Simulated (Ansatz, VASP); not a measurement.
## Two plane-wave programs on BaTiO3

```xyz
5
Lattice="3.9855 0.0000 0.0000 0.0000 2.8369 2.8451 0.0000 -2.8369 2.8451" Properties=species:S:1:pos:R:3 pbc="T T T"
Ba    0.0000    0.0000    0.0000
Ti    1.9928    0.0000    2.9157
O     0.0000    0.0000    2.7735
O     1.9928   -1.3804    4.2594
O     1.9928    1.3804    4.2594
```

Alike in both runs: task single point; functional PBEsol; k mesh 4 × 4 × 4; no spin polarisation; Hubbard terms Ti d U = 3.0 eV.

|  | VASP | Ansatz |
| --- | --- | --- |
| version | VASP 6.6.1 | Ansatz 0.2.0 |
| potentials or method | VASP PAW PBE potentials, release 64 (Ba_sv, Ti_sv, O), cutoff 520 eV | plane waves, PAW |
| occupations | gaussian, width 0.01 eV | fixed |
| valence electrons in the cell | 40 | 40 |

|  | VASP | Ansatz | Ansatz less VASP |
| --- | --- | --- | --- |
| gap on the k mesh at the Fermi level (eV) | 2.13 | 2.17 | +0.044 |

VASP's potentials were made for PBE, not for PBEsol. The programs project onto different local orbitals, so the same U acts differently, and such runs can settle in different states.

Spin-orbit coupling is off throughout.
